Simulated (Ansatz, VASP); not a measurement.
**CsAsH4 in VASP and in Ansatz**

POSCAR

```
CsAsH4
1.0
    4.0070087016      0.0000000000      0.0000000000
    0.0000000000      4.0070087016      0.0000000000
    0.0000000000      0.0000000000      5.0653665439
Cs As H
1 1 4
Direct
    0.0000000000      0.0000000000      0.0000000000
    0.5000000000      0.5000000000      0.5000000000
    0.5000000000      0.5000000000      0.9133509078
    0.5000000000      0.5000000000      0.0866490922
    0.5000000000      0.0000000000      0.5000000000
    0.0000000000      0.5000000000      0.5000000000
```

INCAR.step1

```
  ALGO = Normal
  EDIFF = 1E-4
  ENCUT = 520
  GGA = PE
  ISMEAR = -1
  LASPH = T
  LCHARG = F
  LREAL = F
  LWAVE = T
  NBANDS = 18
  NELM = 100
  PREC = Accurate
  SIGMA = 0.03
```

The input INCAR.step2:

```
  ALGO = Normal
  BPARAM = 11.95
  CPARAM = 0.0093
  EDIFF = 1E-6
  ENCUT = 520
  ISIF = 2
  ISMEAR = -1
  ISTART = 1
  IVDW_NL = 2
  LASPH = T
  LCHARG = F
  LMIXTAU = T
  LREAL = F
  LUSE_VDW = T
  LWAVE = F
  METAGGA = R2SCAN
  NBANDS = 18
  NELM = 100
  PREC = Accurate
  SIGMA = 0.03
```

File KPOINTS:

```
k-points
0
Gamma
  8 8 6
```

Input for Ansatz:

```yaml
crystal:
  lattice:
    - [4.0070087016, 0.0, 0.0]
    - [0.0, 4.0070087016, 0.0]
    - [0.0, 0.0, 5.0653665439]
  atoms:
    - { symbol: Cs, position: [0.0, 0.0, 0.0] }
    - { symbol: As, position: [0.5, 0.5, 0.5] }
    - { symbol: H, position: [0.5, 0.5, 0.9133509078] }
    - { symbol: H, position: [0.5, 0.5, 0.0866490922] }
    - { symbol: H, position: [0.5, 0.0, 0.5] }
    - { symbol: H, position: [0.0, 0.5, 0.5] }
kpoints:
  mp_grid: { grid: [8, 8, 6] }
  band_path:
    path:
      - [0.0, 0.0, 0.0]
      - [0.0, 0.5, 0.0]
      - [0.5, 0.5, 0.0]
      - [0.0, 0.0, 0.5]
      - [0.0, 0.5, 0.5]
      - [0.5, 0.5, 0.5]
    npoints: 1
hamiltonian:
  xc: r2scan
  dispersion: rvv10
scf:
  occupations: { method: fermi_dirac, width: 0.03 }
  n_extra_bands: 5
output:
  forces: true
  stress: true
  eigenvalues: true
  write_density: true
  write_potential: true
  elf: true
  volumetric_format: npy
```

Alike in both runs: task single point; functional r2SCAN; dispersion rVV10; k mesh 8 × 8 × 6; occupations fermi-dirac, width 0.03 eV; no spin polarisation.

|  | VASP | Ansatz |
| --- | --- | --- |
| version | VASP 6.6.1 | Ansatz 0.2.0 |
| potentials or method | VASP PAW PBE potentials, release 64 (Cs_sv, As, H) | plane waves, PAW |
| plane-wave cutoff (eV) | 520 | 500 |
| valence electrons in the cell | 18 | 28 |

|  | VASP | Ansatz | Ansatz less VASP |
| --- | --- | --- | --- |
| pressure (GPa) | 0.3 | 0.1 | -0.16 |
| traceless stress, the component that is largest in VASP (GPa) | 2.52 | 2.52 | +0.005 |
| rms of the force components (eV/Å) | 0.043 | 0.051 | +0.0085 |

VASP's potentials were made for PBE, not for r2SCAN. Atom by atom the forces differ by 0.008 eV/Å (rms over components). VASP's potentials hold 18 valence electrons a cell and Ansatz's 28, so a difference there can come from the potentials and not from the codes.

Neither program's run includes spin-orbit coupling.
